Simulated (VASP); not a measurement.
Wanted: the native input for a VASP 6.6.1 run.

| Quantity | Value |
| --- | --- |
| Task | single point |
| Functional | PBE |
| Potentials or basis | VASP PAW PBE potentials, release 64 (Ca_sv, O) |
| Cutoff | 600 eV |
| k mesh | 4 × 4 × 4 |
| Occupations | gaussian, width 0.01 eV |
| Spin | no spin polarisation |
| Dipole correction | no |
| Further INCAR settings | ALGO = Normal; EDIFF = 1e-06; NBANDS = 15 |

The structure of CaO lies in POSCAR:

```
CaO
1.0
    0.0000000000      2.3663429300      2.3663429300
    2.3663429300      0.0000000000      2.3663429300
    2.3663429300      2.3663429300      0.0000000000
Ca O
1 1
Direct
    0.0000000000      0.0000000000      0.0000000000
    0.5000000000      0.5000000000      0.5000000000
```

The input as run:

INCAR

```
SYSTEM = CaO
  ALGO = Normal
  EDIFF = 1E-6
  ENCUT = 600
  GGA = PE
  GGA_COMPAT = .FALSE.
  ISIF = 2
  ISMEAR = 0
  LASPH = .TRUE.
  LCHARG = .TRUE.
  LELF = .TRUE.
  LREAL = .FALSE.
  LVHAR = .TRUE.
  LWAVE = .FALSE.
  NBANDS = 15
  NELM = 120
  PREC = Accurate
  SIGMA = 0.01
```

KPOINTS

```
k-points
0
G
  4 4 4
  0 0 0
```

Potentials or basis: VASP PAW PBE potentials, release 64 (Ca_sv, O).

Run with:

```sh
$ cat potpaw_PBE.64/Ca_sv/POTCAR potpaw_PBE.64/O/POTCAR > POTCAR
$ mpirun -np 1 vasp_std > vasp.out
```

It gave:

```yaml
Pressure: 8.1 GPa
Band_gap_on_the_k_mesh: 3.61 eV, indirect (least direct gap 3.97 eV)
```

Caveat: the k points lie up to 0.57 Å⁻¹ apart.

It took 3.9 s on 1 thread of Intel(R) Xeon(R) 6975P-C (Granite Rapids) (shared host), peak memory 0.15 GiB.
